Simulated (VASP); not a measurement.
# LiSi16 (a cell with a defect) in VASP: notebook

The runs below take LiSi16 (a cell with a defect) through single point, with PBE.

All numbers are computed with VASP 6.6.1; they aren't measurements. Logs are shortened: lines on timing, memory, paths and dates and some standing lists are left out, and cuts for length are marked.

### 1 The cell of the first run

The cell holds a defect, 17 atoms: a = 7.679 Å, b = 7.679 Å, c = 7.679 Å, α = 60.00°, β = 60.00°, γ = 60.00°.

### 2 Single point, PBE

Input file INCAR:

```
SYSTEM = LiSi16
ALGO = Normal
EDIFF = 1E-6
ENCUT = 520
GGA = PE
ISIF = 2
ISMEAR = 0
LASPH = .True.
LCHARG = .False.
LREAL = Auto
LWAVE = .False.
NBANDS = 48
NELECT = 66.0
NELM = 60
PREC = Accurate
SIGMA = 0.02
```

Input file KPOINTS:

```
k-points
0
Gamma
  2 2 2
  0 0 0
```

Input file POSCAR:

```
LiSi16
1.0
    0.0000000000      5.4300000000      5.4300000000
    5.4300000000      0.0000000000      5.4300000000
    5.4300000000      5.4300000000      0.0000000000
Si Li
16 1
Direct
   -0.0018840700     -0.0021164825      0.0020151934
    0.1227967772      0.1225102210      0.1320039595
    0.0008825046     -0.0010653775      0.5001305709
    0.1228220074      0.1225323204      0.6227242173
   -0.0017395028      0.5015577348      0.0020402394
    0.1274616022      0.6239984346      0.1242805709
   -0.0017286372      0.5015566298      0.4981623389
    0.1231646409      0.6307416206      0.6230532228
    0.5023090239     -0.0022257827      0.0020329650
    0.6242732965      0.1276381215      0.1240541436
    0.5023093923     -0.0022162063      0.4979031308
    0.6327988029      0.1222916206      0.6224595764
    0.4999425414      0.5000723757     -0.0000099448
    0.6243953039      0.6238991713      0.1241708103
    0.5023378453      0.5015857274      0.4980430018
    0.6244050645      0.6239074586      0.6275279006
    0.2522679558      0.2475103131      0.7502079190
```

Potentials or basis: VASP PAW PBE potentials, release 64 (Si, Li_sv).

Started as:

```sh
$ cat potpaw_PBE.64/Si/POTCAR potpaw_PBE.64/Li_sv/POTCAR > POTCAR
$ mpirun -np 1 vasp_std > vasp.out
```

OUTCAR:

```text
SYSTEM = LiSi16
   EDIFF = 1E-6
   ENCUT = 520
   GGA = PE
   ISIF = 2
   ISMEAR = 0
   LASPH = .True.
   LREAL = Auto
   NELECT = 66.0
   NELM = 60
   PREC = Accurate

 ion  position               nearest neighbor table
   1  0.998  0.998  0.002-  10 2.34   6 2.34   4 2.38   2 2.38  17 2.74
   2  0.123  0.123  0.132-   3 2.31   5 2.38   1 2.38   9 2.38  17 2.39
   3  0.001  0.999  0.500-  12 2.31   2 2.31   4 2.31   8 2.31
   4  0.123  0.123  0.623-   3 2.31   7 2.38   1 2.38  11 2.38  17 2.39
   5  0.998  0.502  0.002-  14 2.34   6 2.34   8 2.38   2 2.38  17 2.75
   6  0.127  0.624  0.124-  13 2.34   7 2.34   5 2.34   1 2.34
   7  0.998  0.502  0.498-  16 2.34   6 2.34   8 2.38   4 2.38  17 2.75
   8  0.123  0.631  0.623-   3 2.31   7 2.38   5 2.38  15 2.38  17 2.40
   9  0.502  0.998  0.002-  10 2.34  14 2.34   2 2.38  12 2.38  17 2.73
  10  0.624  0.128  0.124-  13 2.34   1 2.34  11 2.34   9 2.34
  11  0.502  0.998  0.498-  10 2.34  16 2.34   4 2.38  12 2.38  17 2.73
  12  0.633  0.122  0.622-   3 2.31  15 2.38  11 2.38   9 2.38  17 2.39
  13  0.500  0.500  1.000-  10 2.34  14 2.34  16 2.34   6 2.34
  14  0.624  0.624  0.124-  13 2.34   5 2.34  15 2.34   9 2.34
  15  0.502  0.502  0.498-  14 2.34  16 2.34   8 2.38  12 2.38  17 2.74
  16  0.624  0.624  0.628-  13 2.34   7 2.34  15 2.34  11 2.34
  17  0.252  0.248  0.750-  12 2.39   2 2.39   4 2.39   8 2.40   9 2.73  11 2.73   1 2.74  15 2.74
                             5 2.75   7 2.75

  LATTYP: Found a face centered cubic cell.
 ALAT       =    10.8600000000

  Lattice vectors:

 A1 = (   0.0000000000,   5.4300000000,   5.4300000000)
 A2 = (   5.4300000000,   0.0000000000,   5.4300000000)
 A3 = (   5.4300000000,   5.4300000000,   0.0000000000)

Analysis of symmetry for initial positions (statically):
=====================================================================
 Subroutine PRICEL returns:
 Original cell was already a primitive cell.

 Routine SETGRP: Setting up the symmetry group for a
 face centered cubic supercell.

 Subroutine GETGRP returns: Found  1 space group operations
 (whereof  1 operations were pure point group operations)
 out of a pool of 48 trial point group operations.

The static configuration has the point symmetry C_1 .

Analysis of symmetry for dynamics (positions and initial velocities):
=====================================================================
 Subroutine PRICEL returns:
 Original cell was already a primitive cell.

 Routine SETGRP: Setting up the symmetry group for a
 face centered cubic supercell.

 Subroutine GETGRP returns: Found  1 space group operations
 (whereof  1 operations were pure point group operations)
 out of a pool of 48 trial point group operations.

The dynamic configuration has the point symmetry C_1 .

 Subroutine INISYM returns: Found  1 space group operations
 (whereof  1 operations are pure point group operations),
 and found     1 'primitive' translations

----------------------------------------------------------------------------------------

                                     Primitive cell

  volume of cell :     320.2060

  direct lattice vectors                    reciprocal lattice vectors
     0.000000000  5.430000000  5.430000000    -0.092081031  0.092081031  0.092081031
     5.430000000  0.000000000  5.430000000     0.092081031 -0.092081031  0.092081031
     5.430000000  5.430000000  0.000000000     0.092081031  0.092081031 -0.092081031

  length of vectors
     7.679179644  7.679179644  7.679179644     0.159489025  0.159489025  0.159489025

  position of ions in fractional coordinates (direct lattice)
     0.998115930  0.997883518  0.002015193
     0.122796777  0.122510221  0.132003959
     0.000882505  0.998934623  0.500130571
     0.122822007  0.122532320  0.622724217
     0.998260497  0.501557735  0.002040239
     0.127461602  0.623998435  0.124280571
[... 9 lines left out ...]
     0.624405065  0.623907459  0.627527901
     0.252267956  0.247510313  0.750207919

  ion indices of the primitive-cell ions
   primitive index   ion index
                 1           1
                 2           2
                 3           3
                 4           4
                 5           5
                 6           6
[... 9 lines left out ...]
                16          16
                17          17

----------------------------------------------------------------------------------------

 KPOINTS: k-points

Automatic generation of k-mesh.
 Grid dimensions read from file:
 generate k-points for:    2    2    2

 Generating k-lattice:

  Cartesian coordinates                     Fractional coordinates (reciprocal lattice)
    -0.046040516  0.046040516  0.046040516     0.500000000  0.000000000  0.000000000
     0.046040516 -0.046040516  0.046040516     0.000000000  0.500000000  0.000000000
     0.046040516  0.046040516 -0.046040516     0.000000000  0.000000000  0.500000000

  Length of vectors
     0.079744512  0.079744512  0.079744512

  Shift w.r.t. Gamma in fractional coordinates (k-lattice)
     0.000000000  0.000000000  0.000000000

 Subroutine IBZKPT returns following result:
 ===========================================

 Found      8 irreducible k-points:

 Following reciprocal coordinates:
            Coordinates               Weight
  0.000000  0.000000  0.000000      1.000000
  0.500000  0.000000  0.000000      1.000000
  0.000000  0.500000  0.000000      1.000000
  0.000000  0.000000  0.500000      1.000000
  0.500000  0.500000  0.500000      1.000000
  0.500000  0.500000  0.000000      1.000000
  0.000000  0.500000  0.500000      1.000000
  0.500000  0.000000  0.500000      1.000000
   k-points           NKPTS =      8   k-points in BZ     NKDIM =      8   number of bands    NBANDS=     48
   number of dos      NEDOS =    301   number of ions     NIONS =     17
   total plane-waves  NPLWV = 216000
   dimension x,y,z NGX =    60 NGY =   60 NGZ =   60
   dimension x,y,z NGXF=   120 NGYF=  120 NGZF=  120
   ions per type =              16   1
   NGX,Y,Z   is equivalent  to a cutoff of  12.99, 12.99, 12.99 a.u.
   NGXF,Y,Z  is equivalent  to a cutoff of  25.98, 25.98, 25.98 a.u.
 SYSTEM =  LiSi16
   PREC   = accura    normal or accurate (medium, high low for compatibility)
   ISTART =      0    job   : 0-new  1-cont  2-samecut
   ICHARG =      2    charge: 1-file 2-atom 10-const
   ISPIN  =      1    spin polarized calculation?
   LNONCOLLINEAR =      F non collinear calculations
   LSORBIT =      F    spin-orbit coupling
   LASPH  =      T    aspherical Exc in radial PAW
   ENCUT  =  520.0 eV  38.22 Ry    6.18 a.u.  14.28 14.28 14.28*2*pi/ulx,y,z
   NELM   =     60;   NELMIN=  2; NELMDL= -5     # of ELM steps
   EDIFF  = 0.1E-05   stopping-criterion for ELM
   LREAL  =      T    real-space projection
   EDIFFG = 0.1E-04   stopping-criterion for IOM
   NSW    =      0    number of steps for IOM
   IBRION =     -1    ionic relax: 0-MD 1-quasi-New 2-CG
   NFREE  =      0    steps in history (QN), initial steepest desc. (CG)
   ISIF   =      2    stress and relaxation
   ISYM   =      2    0-nonsym 1-usesym 2-fastsym
   POTIM  = 0.5000    time-step for ionic-motion
   TEBEG  =    0.0;   TEEND  =   0.0 temperature during run
   PSTRESS=    0.0 pullay stress
   NELECT =      66.0000    total number of electrons
   NUPDOWN=      -1.0000    fix difference up-down
   EMIN   =  10.00;   EMAX   =-10.00  energy-range for DOS
   EFERMI =   0.00;   METHOD = LEGACY
   ISMEAR =     0;   SIGMA  =   0.02  broadening in eV -4-tet -1-fermi 0-gaus
   EFERMI_NEDOS =   21; number of points for ismear=-14 and -15
   IALGO  =     38    algorithm
   IMIX   =      4    mixing-type and parameters
     AMIX     =   0.40;   BMIX     =  1.00
     AMIX_MAG =   1.60;   BMIX_MAG =  1.00
  volume/ion in A,a.u.               =      18.84       127.11
  Fermi-wavevector in a.u.,A,eV,Ry     =   0.967044  1.827449 12.723821  0.935174
  Thomas-Fermi vector in A             =   2.096897
   LORBIT       =      0    0 simple, 1 ext, 2 COOP (PROOUT), +10 PAW based schemes
   GGA     = PE    functional components
   LHFCALC =     F    Hartree Fock is set to
   AEXX    =    0.0000 exact exchange contribution
   IVDW    =     0    specifies the selected vdW correction
   LEPSILON=     F    determine dielectric tensor
   LRPA    =     F    only Hartree local field effects (RPA)
 non-spin polarized calculation
 Gauss-broadening in eV      SIGMA  =   0.02
  energy-cutoff  :      520.00
  volume of cell :      320.21
 maximum number of plane-waves:      8646
 NGX is ok and might be reduce to    60
   NGX = 29   NGY = 29   NGZ = 29

 number of electron      65.9999999 magnetization

 Free energy of the ion-electron system (eV)
  ---------------------------------------------------
  ext. energy  EPLUGINS =         0.00000000
  ---------------------------------------------------
  free energy    TOTEN  =       -93.51371982 eV

  energy without entropy =      -93.51371982  energy(sigma->0) =      -93.51371982

 E-fermi :   6.2348     XC(G=0):  -9.4410

 val. band max:        6.0424744469   @ k =   0.0000   0.0000   0.0000
 cond. band min:       6.6831843015   @ k =   0.0000   0.0000   0.0000
 fundamental gap:      0.6407098546
 Fermi energy:         6.2347806778

 k-point     1 :       0.0000    0.0000    0.0000
  band No.  band energies     occupation
      1     -40.3788      2.00000
      2      -5.9234      2.00000
      3      -3.6735      2.00000
      4      -3.6112      2.00000
      5      -3.6110      2.00000
      6      -3.6110      2.00000
[... 37 lines left out ...]
     44       8.3455      0.00000
     45       8.3501      0.00000

 k-point     2 :       0.5000    0.0000    0.0000
  band No.  band energies     occupation
      1     -40.3788      2.00000
      2      -5.1978      2.00000
      3      -5.0677      2.00000
      4      -3.3542      2.00000
      5      -3.3122      2.00000
      6      -3.3119      2.00000
[... 37 lines left out ...]
     44       9.6199      0.00000
     45       9.6217      0.00000

 k-point     3 :       0.0000    0.5000    0.0000
  band No.  band energies     occupation
      1     -40.3788      2.00000
      2      -5.1947      2.00000
      3      -5.0705      2.00000
      4      -3.3547      2.00000
      5      -3.3123      2.00000
      6      -3.3121      2.00000
[... 37 lines left out ...]
     44       9.6199      0.00000
     45       9.6211      0.00000

 k-point     4 :       0.0000    0.0000    0.5000
  band No.  band energies     occupation
      1     -40.3788      2.00000
      2      -5.1965      2.00000
      3      -5.0689      2.00000
      4      -3.3545      2.00000
      5      -3.3123      2.00000
      6      -3.3119      2.00000
[... 37 lines left out ...]
     44       9.6194      0.00000
     45       9.6220      0.00000

 k-point     5 :       0.5000    0.5000    0.5000
  band No.  band energies     occupation
      1     -40.3788      2.00000
      2      -5.1963      2.00000
      3      -5.0690      2.00000
      4      -3.3545      2.00000
      5      -3.3123      2.00000
      6      -3.3119      2.00000
[... 37 lines left out ...]
     44       9.6194      0.00000
     45       9.6220      0.00000

 k-point     6 :       0.5000    0.5000    0.0000
  band No.  band energies     occupation
      1     -40.3788      2.00000
      2      -4.9068      2.00000
      3      -4.8152      2.00000
      4      -3.9283      2.00000
      5      -3.8952      2.00000
      6      -3.8950      2.00000
[... 37 lines left out ...]
     44      10.3327      0.00000
     45      10.4013      0.00000

 k-point     7 :       0.0000    0.5000    0.5000
  band No.  band energies     occupation
      1     -40.3788      2.00000
      2      -4.9067      2.00000
      3      -4.8152      2.00000
      4      -3.9284      2.00000
      5      -3.8952      2.00000
      6      -3.8950      2.00000
[... 37 lines left out ...]
     44      10.3328      0.00000
     45      10.4010      0.00000

 k-point     8 :       0.5000    0.0000    0.5000
  band No.  band energies     occupation
      1     -40.3788      2.00000
      2      -4.9067      2.00000
      3      -4.8152      2.00000
      4      -3.9284      2.00000
      5      -3.8952      2.00000
      6      -3.8950      2.00000
[... 37 lines left out ...]
     44      10.3328      0.00000
     45      10.4009      0.00000
 [bands above 45 left out]

------------------------ aborting loop because EDIFF is reached ----------------------------------------

  FORCE on cell =-STRESS in cart. coord.  units (eV):
  Direction    XX          YY          ZZ          XY          YZ          ZX
  --------------------------------------------------------------------------------------
  -------------------------------------------------------------------------------------
  Total       -1.1496318     -1.1487901     -1.1493093     -0.0033470      0.0201976     -0.0221798
  in kB       -5.7522779     -5.7480664     -5.7506643     -0.0167471      0.1010602     -0.1109787
  external PRESSURE =      -5.7503362 kB  Pullay stress =       0.0000000 kB

 VOLUME and BASIS-vectors are now :
 -----------------------------------------------------------------------------
  energy-cutoff  :      520.00
  volume of cell :      320.21
      direct lattice vectors                 reciprocal lattice vectors
     0.000000000  5.430000000  5.430000000    -0.092081031  0.092081031  0.092081031
     5.430000000  0.000000000  5.430000000     0.092081031 -0.092081031  0.092081031
     5.430000000  5.430000000  0.000000000     0.092081031  0.092081031 -0.092081031

 POSITION                                       TOTAL-FORCE (eV/Angst)
 -----------------------------------------------------------------------------------
      5.42945      5.43071     10.83828         0.000768     -0.000084      0.001560
      1.38201      1.38357      1.33202        -0.009621      0.010893     -0.001235
      8.13992      2.72050      5.42901         0.002590     -0.002948      0.000611
      4.04674      4.04832      1.33227        -0.010580      0.009690     -0.001992
      2.73454      5.43163      8.14401         0.003697      0.002621     -0.003575
      4.06315      1.36696      4.08043         0.005763     -0.005934     -0.003048
[... 9 lines left out ...]
      6.79529      6.79800      6.77834        -0.003524     -0.009327      0.006491
      5.41761      5.44344      2.71380         0.026509     -0.028550     -0.000799
 -----------------------------------------------------------------------------------
    total drift:                               -0.001669      0.002249      0.001776

  FREE ENERGIE OF THE ION-ELECTRON SYSTEM (eV)
  ---------------------------------------------------
  free  energy   TOTEN  =       -93.5137198154 eV

  energy  without entropy=      -93.5137198154  energy(sigma->0) =      -93.51371982
```

Wall time 2.2 min (1 thread of Intel Xeon 6975P-C (Granite Rapids), shared host); peak memory 0.46 GiB.

What came out:

```yaml
Free_energy: -93.5137 eV
Largest_force: 0.039 eV/Å
```

Forces in eV/Å, atoms in the order of the input:
```
Si   0.001  0.000  0.002
Si  -0.010  0.011 -0.001
Si   0.003 -0.003  0.001
Si  -0.011  0.010 -0.002
Si   0.004  0.003 -0.004
Si   0.006 -0.006 -0.003
Si  -0.002 -0.004 -0.003
Si  -0.002  0.003  0.007
Si  -0.003 -0.006  0.003
Si  -0.008  0.008 -0.011
Si   0.005  0.004  0.003
Si  -0.007  0.008 -0.004
Si  -0.001  0.001  0.000
Si   0.009  0.004  0.007
Si  -0.007  0.007  0.000
Si  -0.004 -0.009  0.006
Li   0.027 -0.029 -0.001
```

Caveat: the k points lie up to 0.50 Å⁻¹ apart; the cell carries a net charge on a neutralising background, which shifts energy and pressure; the cell is charged against a uniform background, so pressure and absolute levels hang on convention; the cutoff is under 1.25 times the usual one of these potentials, so pressure, stress and relaxed cells hold a basis-set (Pulay) error.

[end of part 1 of 2]
